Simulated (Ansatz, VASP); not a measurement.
Two plane-wave programs on Si

```
Si
1.0
     0.00000    2.72212    2.72212
     2.72212    0.00000    2.72212
     2.72212    2.72212    0.00000
Si
2
Cartesian
  0.0000 0.0000 0.0000
  1.3611 1.3611 1.3611
```

Alike in both runs: task single point; functional r2SCAN; k mesh 6 × 6 × 6; occupations fermi-dirac, width 0.2 eV; no spin polarisation.

|  | VASP | Ansatz |
| --- | --- | --- |
| version | VASP 6.6.1 | Ansatz 0.2.0 |
| potentials or method | VASP PAW PBE potentials, release 64 (Si) | plane waves |
| plane-wave cutoff (eV) | 520 | 500 |
| valence electrons in the cell | 8 | 8 |

```tsv
	VASP	Ansatz	Ansatz less VASP
pressure (GPa)	-0.2	0.0	+0.24
```

VASP's potentials were made for PBE, not for r2SCAN.
